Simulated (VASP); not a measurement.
# InAs (I4/mmm) in VASP: further runs

InAs is run at these levels: LDA; tasks: single point.

Program: VASP 6.6.1. These are calculated values, not measurements. Logs are shortened: lines on timing, memory, paths and dates and some standing lists are left out, and cuts for length are marked.

## Step 1: The cell of the first run

The structure is tetragonal, space group I4/mmm (No. 139). Conventional cell: a = 3.744 Å, b = 3.744 Å, c = 5.755 Å, α = 90.00°, β = 90.00°, γ = 90.00°. In (site symmetry 4/mmm) has 6 As at 2.65 to 2.88 Å within 3.5 Å. As (site symmetry 4/mmm) has 6 In at 2.65 to 2.88 Å within 3.5 Å.

## Step 2: Single point, LDA (strain -0.080 along x and y, +0.000 along z)

File INCAR:

```
SYSTEM = InAs
ALGO     = Normal         ! electronic algorithm
EDIFF    = 1E-6           ! SCF threshold, eV
ENCUT    = 520            ! plane-wave cutoff, eV
ISIF     = 2              ! what is computed and relaxed
ISMEAR   = 0              ! smearing method
LASPH    = .TRUE.         ! aspherical terms in the spheres
LCHARG   = .FALSE.        ! write CHGCAR
LREAL    = .FALSE.        ! projectors in reciprocal space
LWAVE    = .FALSE.        ! write WAVECAR
NBANDS   = 16             ! bands
NELM     = 100            ! most SCF steps
PREC     = Accurate       ! precision mode
SIGMA    = 0.15           ! smearing width, eV
```

File KPOINTS:

```
k-points
0
G
  14 14 14
  0 0 0
```

File POSCAR:

```
InAs
1.0
    0.0000000000      2.6471196800      2.8773040000
    2.6471196800      0.0000000000      2.8773040000
    2.6471196800      2.6471196800      0.0000000000
In As
1 1
Direct
    0.5000000000      0.5000000000      0.5000000000
    0.0000000000      0.0000000000      0.0000000000
```

Potentials or basis: VASP PAW LDA potentials, release 64 (In_d, As).

Command:

```
> cat potpaw_LDA.64/In_d/POTCAR potpaw_LDA.64/As/POTCAR > POTCAR
> mpirun -np 1 vasp_std > vasp.out
```

OUTCAR:

```text
SYSTEM = InAs
   EDIFF = 1E-6
   ENCUT = 520
   ISIF = 2
   ISMEAR = 0
   LASPH = .TRUE.
   LREAL = .FALSE.
   NELM = 100
   PREC = Accurate

 ion  position               nearest neighbor table
   1  0.500  0.500  0.500-   2 2.65   2 2.65   2 2.65   2 2.65   2 2.88   2 2.88
   2  0.000  0.000  0.000-   1 2.65   1 2.65   1 2.65   1 2.65   1 2.88   1 2.88

  LATTYP: Found a body centered tetragonal cell.
 ALAT       =     3.7435925527
 C/A-ratio  =     1.5371886548

  Lattice vectors:

 A1 = (  -2.6471196800,   0.0000000000,   2.8773040000)
 A2 = (   2.6471196800,   0.0000000000,   2.8773040000)
 A3 = (   0.0000000000,   2.6471196800,  -2.8773040000)

Analysis of symmetry for initial positions (statically):
=====================================================================
 Subroutine PRICEL returns:
 Original cell was already a primitive cell.

 Routine SETGRP: Setting up the symmetry group for a
 body centered tetragonal supercell.

 Subroutine GETGRP returns: Found 16 space group operations
 (whereof 16 operations were pure point group operations)
 out of a pool of 16 trial point group operations.

The static configuration has the point symmetry D_4h.

Analysis of symmetry for dynamics (positions and initial velocities):
=====================================================================
 Subroutine PRICEL returns:
 Original cell was already a primitive cell.

 Routine SETGRP: Setting up the symmetry group for a
 body centered tetragonal supercell.

 Subroutine GETGRP returns: Found 16 space group operations
 (whereof 16 operations were pure point group operations)
 out of a pool of 16 trial point group operations.

The dynamic configuration has the point symmetry D_4h.

 Subroutine INISYM returns: Found 16 space group operations
 (whereof 16 operations are pure point group operations),
 and found     1 'primitive' translations

----------------------------------------------------------------------------------------

                                     Primitive cell

  volume of cell :      40.3239

  direct lattice vectors                    reciprocal lattice vectors
     0.000000000  2.647119680  2.877304000    -0.188884546  0.188884546  0.173773783
     2.647119680  0.000000000  2.877304000     0.188884546 -0.188884546  0.173773783
     2.647119680  2.647119680  0.000000000     0.188884546  0.188884546 -0.173773783

  length of vectors
     3.909746911  3.909746911  3.743592553     0.318672357  0.318672357  0.318672357

  position of ions in fractional coordinates (direct lattice)
     0.500000000  0.500000000  0.500000000
     0.000000000  0.000000000  0.000000000

  ion indices of the primitive-cell ions
   primitive index   ion index
                 1           1
                 2           2

----------------------------------------------------------------------------------------

 KPOINTS: k-points

Automatic generation of k-mesh.
 Grid dimensions read from file:
 generate k-points for:   14   14   14

 Generating k-lattice:

  Cartesian coordinates                     Fractional coordinates (reciprocal lattice)
    -0.013491753  0.013491753  0.012412413     0.071428571  0.000000000  0.000000000
     0.013491753 -0.013491753  0.012412413     0.000000000  0.071428571  0.000000000
     0.013491753  0.013491753 -0.012412413     0.000000000  0.000000000  0.071428571

  Length of vectors
     0.022762311  0.022762311  0.022762311

  Shift w.r.t. Gamma in fractional coordinates (k-lattice)
     0.000000000  0.000000000  0.000000000

 Subroutine IBZKPT returns following result:
 ===========================================

 Found    244 irreducible k-points:

 Following reciprocal coordinates:
            Coordinates               Weight
  0.000000  0.000000  0.000000      1.000000
  0.071429  0.000000  0.000000      8.000000
  0.142857  0.000000  0.000000      8.000000
  0.214286  0.000000  0.000000      8.000000
  0.285714  0.000000  0.000000      8.000000
  0.357143  0.000000  0.000000      8.000000
[... 16 lines left out ...]
  0.214286  0.142857  0.000000      8.000000
  0.285714  0.142857  0.000000      8.000000
 [... further k-points ...]
   k-points           NKPTS =    244   k-points in BZ     NKDIM =    244   number of bands    NBANDS=     16
   number of dos      NEDOS =    301   number of ions     NIONS =      2
   total plane-waves  NPLWV =  25200
   dimension x,y,z NGX =    30 NGY =   30 NGZ =   28
   dimension x,y,z NGXF=    60 NGYF=   60 NGZF=   56
   ions per type =               1   1
   NGX,Y,Z   is equivalent  to a cutoff of  12.76, 12.76, 12.43 a.u.
   NGXF,Y,Z  is equivalent  to a cutoff of  25.51, 25.51, 24.87 a.u.
 SYSTEM =  InAs
   PREC   = accura    normal or accurate (medium, high low for compatibility)
   ISTART =      0    job   : 0-new  1-cont  2-samecut
   ICHARG =      2    charge: 1-file 2-atom 10-const
   ISPIN  =      1    spin polarized calculation?
   LNONCOLLINEAR =      F non collinear calculations
   LSORBIT =      F    spin-orbit coupling
   LASPH  =      T    aspherical Exc in radial PAW
   ENCUT  =  520.0 eV  38.22 Ry    6.18 a.u.   7.27  7.27  6.96*2*pi/ulx,y,z
   NELM   =    100;   NELMIN=  2; NELMDL= -5     # of ELM steps
   EDIFF  = 0.1E-05   stopping-criterion for ELM
   LREAL  =      F    real-space projection
   EDIFFG = 0.1E-04   stopping-criterion for IOM
   NSW    =      0    number of steps for IOM
   IBRION =     -1    ionic relax: 0-MD 1-quasi-New 2-CG
   NFREE  =      0    steps in history (QN), initial steepest desc. (CG)
   ISIF   =      2    stress and relaxation
   ISYM   =      2    0-nonsym 1-usesym 2-fastsym
   POTIM  = 0.5000    time-step for ionic-motion
   TEBEG  =    0.0;   TEEND  =   0.0 temperature during run
   PSTRESS=    0.0 pullay stress
   NELECT =      18.0000    total number of electrons
   NUPDOWN=      -1.0000    fix difference up-down
   EMIN   =  10.00;   EMAX   =-10.00  energy-range for DOS
   EFERMI =   0.00;   METHOD = LEGACY
   ISMEAR =     0;   SIGMA  =   0.15  broadening in eV -4-tet -1-fermi 0-gaus
   EFERMI_NEDOS =   21; number of points for ismear=-14 and -15
   IALGO  =     38    algorithm
   IMIX   =      4    mixing-type and parameters
     AMIX     =   0.40;   BMIX     =  1.00
     AMIX_MAG =   1.60;   BMIX_MAG =  1.00
[... 33 lines left out ...]
 Fermi energy:         7.8005224606

 k-point     1 :       0.0000    0.0000    0.0000
  band No.  band energies     occupation
      1      -6.8312      2.00000
      2      -6.7921      2.00000
      3      -6.7911      2.00000
      4      -6.7141      2.00000
      5      -6.7141      2.00000
      6      -5.5455      2.00000
[... 8 lines left out ...]
     15      16.4674      0.00000
     16      17.0202      0.00000

 k-point     2 :       0.0714    0.0000    0.0000
  band No.  band energies     occupation
      1      -6.8281      2.00000
      2      -6.7967      2.00000
      3      -6.7881      2.00000
      4      -6.7145      2.00000
      5      -6.7110      2.00000
      6      -5.4825      2.00000
[... 8 lines left out ...]
     15      16.4947      0.00000
     16      16.6392      0.00000

 k-point     3 :       0.1429    0.0000    0.0000
  band No.  band energies     occupation
      1      -6.8259      2.00000
      2      -6.8130      2.00000
      3      -6.7731      2.00000
      4      -6.7150      2.00000
      5      -6.7016      2.00000
      6      -5.2922      2.00000
[... 8 lines left out ...]
     15      16.1765      0.00000
     16      16.2819      0.00000

 k-point     4 :       0.2143    0.0000    0.0000
  band No.  band energies     occupation
      1      -6.8372      2.00000
      2      -6.8303      2.00000
      3      -6.7550      2.00000
      4      -6.7096      2.00000
      5      -6.6872      2.00000
      6      -4.9759      2.00000
[... 8 lines left out ...]
     15      16.6357      0.00000
     16      16.6542      0.00000

 k-point     5 :       0.2857    0.0000    0.0000
  band No.  band energies     occupation
      1      -6.8645      2.00000
      2      -6.8386      2.00000
      3      -6.7518      2.00000
      4      -6.6880      2.00000
      5      -6.6705      2.00000
      6      -4.5483      2.00000
[... 8 lines left out ...]
     15      17.3711      0.00000
     16      17.5691      0.00000

 k-point     6 :       0.3571    0.0000    0.0000
  band No.  band energies     occupation
      1      -6.8891      2.00000
      2      -6.8475      2.00000
      3      -6.7573      2.00000
      4      -6.6615      2.00000
      5      -6.6551      2.00000
      6      -4.0523      2.00000
[... 8 lines left out ...]
     15      18.2897      0.00000
     16      18.7202      0.00000

 k-point     7 :       0.4286    0.0000    0.0000
  band No.  band energies     occupation
      1      -6.9061      2.00000
      2      -6.8542      2.00000
      3      -6.7626      2.00000
      4      -6.6444      2.00000
      5      -6.6422      2.00000
      6      -3.5933      2.00000
[... 8 lines left out ...]
     15      19.2923      0.00000
     16      19.9359      0.00000

 k-point     8 :       0.5000    0.0000    0.0000
  band No.  band energies     occupation
      1      -6.9122      2.00000
      2      -6.8567      2.00000
      3      -6.7646      2.00000
      4      -6.6406      2.00000
      5      -6.6353      2.00000
      6      -3.3865      2.00000
[... 8 lines left out ...]
     15      19.9064      0.00000
     16      20.4418      0.00000

 k-point     9 :       0.0714    0.0714    0.0000
  band No.  band energies     occupation
      1      -6.8510      2.00000
      2      -6.7948      2.00000
      3      -6.7892      2.00000
      4      -6.7088      2.00000
      5      -6.7088      2.00000
      6      -5.4534      2.00000
[... 8 lines left out ...]
     15      17.1427      0.00000
     16      17.3001      0.00000
[... 172 lines left out ...]
 k-point    19 :      -0.2143    0.0714    0.0000
  band No.  band energies     occupation
      1      -6.8635      2.00000
      2      -6.8171      2.00000
      3      -6.7398      2.00000
      4      -6.6954      2.00000
      5      -6.6840      2.00000
      6      -4.7779      2.00000
[... 8 lines left out ...]
     15      16.4339      0.00000
     16      18.0246      0.00000

 k-point    20 :      -0.1429    0.0714    0.0000
  band No.  band energies     occupation
      1      -6.8373      2.00000
      2      -6.8097      2.00000
      3      -6.7386      2.00000
      4      -6.7217      2.00000
      5      -6.6980      2.00000
      6      -5.1445      2.00000
[... 8 lines left out ...]
     15      15.8953      0.00000
     16      17.0459      0.00000

 k-point    21 :      -0.0714    0.0714    0.0000
  band No.  band energies     occupation
      1      -6.8136      2.00000
      2      -6.8113      2.00000
      3      -6.7671      2.00000
      4      -6.7203      2.00000
      5      -6.7074      2.00000
      6      -5.3813      2.00000
[... 8 lines left out ...]
     15      15.5863      0.00000
     16      16.4818      0.00000

 k-point    22 :       0.1429    0.1429    0.0000
  band No.  band energies     occupation
      1      -6.9074      2.00000
      2      -6.8024      2.00000
      3      -6.7839      2.00000
      4      -6.6938      2.00000
      5      -6.6938      2.00000
      6      -5.1789      2.00000
[... 8 lines left out ...]
     15      18.0670      0.00000
     16      18.0670      0.00000

 k-point    23 :       0.2143    0.1429    0.0000
  band No.  band energies     occupation
      1      -6.9354      2.00000
      2      -6.8033      2.00000
      3      -6.7877      2.00000
      4      -6.6860      2.00000
      5      -6.6812      2.00000
      6      -4.9390      2.00000
[... 8 lines left out ...]
     15      17.9819      0.00000
     16      18.1460      0.00000

 k-point    24 :       0.2857    0.1429    0.0000
  band No.  band energies     occupation
      1      -6.9480      2.00000
      2      -6.8046      2.00000
      3      -6.7963      2.00000
      4      -6.6824      2.00000
      5      -6.6647      2.00000
      6      -4.5896      2.00000
[... 8 lines left out ...]
     15      17.9116      0.00000
     16      18.4351      0.00000

 [... further k-points ...]
[... 5 lines left out ...]
  --------------------------------------------------------------------------------------
  -------------------------------------------------------------------------------------
  Total        3.5849564      3.5849564      0.2101862      0.0000000      0.0000000      0.0000000
  in kB      142.4398677    142.4398677      8.3512590      0.0000000      0.0000000      0.0000000
  external PRESSURE =      97.7436648 kB  Pullay stress =       0.0000000 kB

 VOLUME and BASIS-vectors are now :
 -----------------------------------------------------------------------------
  energy-cutoff  :      520.00
  volume of cell :       40.32
      direct lattice vectors                 reciprocal lattice vectors
     0.000000000  2.647119680  2.877304000    -0.188884546  0.188884546  0.173773783
     2.647119680  0.000000000  2.877304000     0.188884546 -0.188884546  0.173773783
     2.647119680  2.647119680  0.000000000     0.188884546  0.188884546 -0.173773783

 POSITION                                       TOTAL-FORCE (eV/Angst)
 -----------------------------------------------------------------------------------
      2.64712      2.64712      2.87730        -0.000000      0.000000      0.000000
      0.00000      0.00000      0.00000         0.000000     -0.000000     -0.000000
 -----------------------------------------------------------------------------------
    total drift:                                0.000000      0.000000      0.000000

  FREE ENERGIE OF THE ION-ELECTRON SYSTEM (eV)
  ---------------------------------------------------
  free  energy   TOTEN  =        -8.5799869446 eV

  energy  without entropy=       -8.5677243304  energy(sigma->0) =       -8.57385564
```

Run time: 3.4 min. Hardware: 1 thread of Intel Xeon Platinum 8259CL at 2.50GHz (Skylake/Cascade Lake), shared host; peak memory 0.27 GiB.

Results:

| Item | Value |
| --- | --- |
| Free energy | -8.5800 eV |
| Pressure | 9.8 GPa |
| Band gap on the k mesh | zero (band 9 reaches 8.44 eV, above the bottom of band 10 at 5.38 eV) |

Levels at points of the mesh, in eV from the Fermi level:
| k point | band 7 | band 8 | band 9 | band 10 | band 11 | band 12 |
| --- | --- | --- | --- | --- | --- | --- |
| (0.00, 0.00, 0.00) | -0.61 | -0.61 | 0.18 | 0.51 | 6.55 | 7.06 |
| (0.50, 0.00, 0.00) | -7.53 | -0.06 | 0.54 | 1.88 | 3.23 | 3.67 |
| (0.50, 0.50, 0.00) | -5.79 | -2.54 | -2.54 | -2.23 | 3.95 | 10.75 |
| (0.50, 0.00, 0.50) | -5.80 | -3.47 | -3.17 | -2.42 | 3.51 | 8.92 |

Caveat: the cell differs from its parent crystal (strain -0.080 along x and y, +0.000 along z); spin-orbit coupling is left out, which moves the levels of the heavy elements.

## Step 3: Single point, LDA (strain -0.080 along x and y, +0.080 along z)

File INCAR:

```
SYSTEM = InAs
PREC = Accurate
ENCUT = 520
EDIFF = 1E-7
ISMEAR = 0
SIGMA = 0.15
LREAL = .FALSE.
LASPH = .TRUE.
NELM = 80
ALGO = Normal
ISIF = 2
LWAVE = .FALSE.
LCHARG = .FALSE.
NBANDS = 16
```

File KPOINTS:

```
regular mesh
0
G
  14 14 14
  0 0 0
```

File POSCAR:

```
InAs
1.0
    0.0000000000      2.6471196800      3.1074883200
    2.6471196800      0.0000000000      3.1074883200
    2.6471196800      2.6471196800      0.0000000000
In As
1 1
Direct
    0.5000000000      0.5000000000      0.5000000000
    0.0000000000      0.0000000000      0.0000000000
```

Potentials or basis: VASP PAW LDA potentials, release 64 (In_d, As).

Command:

```
> cat potpaw_LDA.64/In_d/POTCAR potpaw_LDA.64/As/POTCAR > POTCAR
> mpirun -np 1 vasp_std > vasp.out
```

Wall time 3.8 min (1 thread of Intel Xeon Platinum 8259CL at 2.50GHz (Skylake/Cascade Lake), shared host); peak memory 0.28 GiB.

It converged, with:

```
Free energy            : -8.5119 eV
Pressure               : 4.7 GPa
Band gap on the k mesh : zero (band 9 reaches 7.59 eV, above the bottom of band 10 at 4.85 eV)
```

Stress tensor (GPa, compression positive):
```
10.13  0.00  0.00
 0.00 10.13  0.00
 0.00  0.00 -6.27
```

Levels at points of the mesh, in eV from the Fermi level:
```csv
k point,band 6,band 7,band 8,band 9,band 10,band 11,band 12,band 13
"(0.00, 0.00, 0.00)",-12.76,-0.78,-0.78,0.04,0.41,5.29,6.74,7.85
"(0.50, 0.00, 0.00)",-10.93,-7.18,-0.34,0.70,1.48,3.46,3.96,5.43
"(0.50, 0.50, 0.00)",-10.70,-5.25,-2.11,-2.11,-1.73,4.34,9.55,10.45
"(0.50, 0.00, 0.50)",-9.19,-5.35,-3.71,-3.32,-1.80,3.64,7.20,10.47
```

Caveat: the cell differs from its parent crystal (strain -0.080 along x and y, +0.080 along z); spin-orbit coupling is left out, which moves the levels of the heavy elements.

## Step 4: Single point, LDA (strain +0.000 along x and y, -0.080 along z)

File INCAR:

```
SYSTEM = InAs
ALGO = Normal
EDIFF = 1E-7
ENCUT = 520
ISIF = 2
ISMEAR = 0
LASPH = .TRUE.
LCHARG = .FALSE.
LREAL = .FALSE.
LWAVE = .FALSE.
NBANDS = 16
NELM = 100
PREC = Accurate
SIGMA = 0.15
```

File KPOINTS:

```
k-points
0
G
  14 14 14
  0 0 0
```

File POSCAR:

```
InAs
1.0
    0.0000000000      2.8773040000      2.6471196800
    2.8773040000      0.0000000000      2.6471196800
    2.8773040000      2.8773040000      0.0000000000
In As
1 1
Direct
    0.5000000000      0.5000000000      0.5000000000
    0.0000000000      0.0000000000      0.0000000000
```

Command:

```
> cat potpaw_LDA.64/In_d/POTCAR potpaw_LDA.64/As/POTCAR > POTCAR
> mpirun -np 1 vasp_std > vasp.out
```

Wall time 3.4 min (1 thread of Intel Xeon Platinum 8259CL at 2.50GHz (Skylake/Cascade Lake), shared host); peak memory 0.28 GiB.

The run converged. Its results:

| Quantity | Value |
| --- | --- |
| Free energy | -8.6791 eV |
| Pressure | 1.7 GPa |
| Band gap on the k mesh | zero (band 9 reaches 7.12 eV, above the bottom of band 10 at 3.96 eV) |

Stress tensor (GPa, compression positive):
```
-2.49  0.00  0.00
 0.00 -2.49  0.00
 0.00  0.00 10.00
```

Levels at points of the mesh, in eV from the Fermi level:
```csv
k point,band 7,band 8,band 9,band 10,band 11,band 12
"(0.00, 0.00, 0.00)",-0.84,-0.14,0.05,0.05,6.96,6.96
"(0.50, 0.00, 0.00)",-7.01,0.04,0.40,1.97,2.89,3.91
"(0.50, 0.50, 0.00)",-5.19,-3.38,-2.75,-2.75,3.52,9.52
"(0.50, 0.00, 0.50)",-5.20,-2.85,-2.65,-1.84,3.99,8.55
```

Caveat: the cell differs from its parent crystal (strain +0.000 along x and y, -0.080 along z); spin-orbit coupling is left out, which moves the levels of the heavy elements.

## Step 5: The runs side by side

| cell | gap on the mesh (eV) | pressure (GPa) |
| --- | --- | --- |
| a = 3.910, b = 3.910, c = 3.744 Å, angles 61.4, 61.4, 57.2°, 2 atoms | none | 9.8 |
| a = 4.082, b = 4.082, c = 3.744 Å, angles 62.7, 62.7, 54.6°, 2 atoms | none | 4.7 |
| a = 3.910, b = 3.910, c = 4.069 Å, angles 58.6, 58.6, 62.7°, 2 atoms | none | 1.7 |

Alike in all rows: task single point; level LDA; potentials or basis VASP PAW LDA potentials, release 64 (In_d, As); no spin polarisation; k mesh 14 × 14 × 14; cutoff (eV) 520; smearing gaussian 0.15 eV.

Caveats: spin-orbit coupling is left out, which moves the levels of the heavy elements.

Total energies depend on the potentials used, so only differences within one code and one set of settings carry meaning.
